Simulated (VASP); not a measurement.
Set up this calculation in VASP 6.6.1, as the native input.

| Item | Value |
| --- | --- |
| Task | single point |
| Functional | LDA |
| Potentials or basis | VASP PAW LDA potentials, release 64 (Ni, O) |
| Cutoff | 600 eV |
| k mesh | 10 × 10 × 10 |
| Occupations | gaussian, width 0.05 eV |
| Spin | collinear spin, antiferromagnetic start |
| Starting moments | [1.7, -1.7, 0.0, 0.0] μB |
| Hubbard terms | Ni d U = 4.2 eV |
| Dipole correction | no |
| Further INCAR settings | ALGO = Normal; EDIFF = 1e-06; NBANDS = 28 |

The structure of NiO lies in POSCAR:

```
NiO
1.0
    0.0000000000      2.0913095126      2.0913095126
    2.0913095126      0.0000000000      2.0913095126
    4.1826190252      4.1826190252      0.0000000000
Ni O
2 2
Direct
    0.0000000000      0.0000000000      0.0000000000
    0.0000000000      0.0000000000      0.5000000000
    0.5000000000      0.5000000000      0.2500000000
    0.5000000000      0.5000000000      0.7500000000
```

One way to write it, as run:

INCAR

```
SYSTEM = NiO
ALGO = Normal ; EDIFF = 1E-6
ENCUT = 600 ; GGA_COMPAT = .False.
ISIF = 2 ; ISMEAR = 0
ISPIN = 2 ; LASPH = .True.
LCHARG = .True. ; LDAU = .True.
LDAUJ = 0 0 ; LDAUL = 2 -1
LDAUPRINT = 1 ; LDAUTYPE = 2
LDAUU = 4.2 0 ; LELF = .True.
LMAXMIX = 4 ; LORBIT = 11
LREAL = .False. ; LVHAR = .True.
LWAVE = .False. ; MAGMOM = 1.7 -1.7 0 0
NBANDS = 28 ; NELM = 200
PREC = Accurate ; SIGMA = 0.05
```

KPOINTS

```
k-points
0
Gamma
  10 10 10
  0 0 0
```

Potentials or basis: VASP PAW LDA potentials, release 64 (Ni, O).

Run with:

```sh
$ cat potpaw_LDA.64/Ni/POTCAR potpaw_LDA.64/O/POTCAR > POTCAR
$ mpirun -np 1 vasp_std > vasp.out
```

It gave:

```
Pressure                                              : -18.7 GPa
Band gap on the k mesh                                : 2.26 eV
Net moment                                            : 0.00 μB per cell
Site moments                                          : Ni +1.58, -1.58; O +0.00 μB
Valence electrons inside the program's atomic spheres : Ni 9.04; O 4.95
```

Caveat: the cell stands under tension.

Run time: 8 min on 1 thread of Oxide Virtual Turin-like Processor (shared host), peak memory 0.28 GiB.
